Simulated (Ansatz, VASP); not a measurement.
# MnNbTl: VASP beside Ansatz

```
CELL_PARAMETERS angstrom
7.06757 0.00000 0.00000
-3.53379 6.12070 0.00000
0.00000 0.00000 3.91382
ATOMIC_POSITIONS crystal
Nb 0.58900 0.00000 0.50000
Nb 0.41100 0.41100 0.50000
Nb 0.00000 0.58900 0.50000
Mn 0.24200 0.00000 0.00000
Mn 0.75800 0.75800 0.00000
Mn 0.00000 0.24200 0.00000
Tl 0.33330 0.66670 0.00000
Tl 0.66670 0.33330 0.00000
Tl 0.00000 0.00000 0.50000
```

Alike in both runs: task single point; functional RPBE; k mesh 3 × 3 × 5; occupations methfessel-paxton of order 1, width 0.1544 eV; no spin polarisation.

```csv
,VASP,Ansatz
version,VASP 6.6.1,Ansatz 0.2.0
potentials or method,"VASP PAW PBE potentials, release 64 (Nb_sv, Mn_pv, Tl_d), cutoff 520 eV",PAW plane waves
valence electrons in the cell,117,123
```

VASP gave:

```
gap on the k mesh at the Fermi level (eV)                     : none
pressure (GPa)                                                : -5.2
traceless stress, the component that is largest in VASP (GPa) : 0.20
rms of the force components (eV/Å)                            : 0.147
```

**Question.** Estimate Ansatz's values.

**Answer.** gap on the k mesh at the Fermi level (eV): none; pressure (GPa): -5.1; traceless stress, the component that is largest in VASP (GPa): 0.21; rms of the force components (eV/Å): 0.144.

VASP's potentials were made for PBE, not for RPBE. Atom by atom the forces differ by 0.003 eV/Å (rms over components). A gap of «none» marks a metal or a gap that the smearing closes. VASP's potentials hold 117 valence electrons a cell and Ansatz's 123, so a difference there can come from the potentials and not from the codes. Ansatz's warnings: structure snapped to symmetry.

Spin-orbit coupling is off throughout.
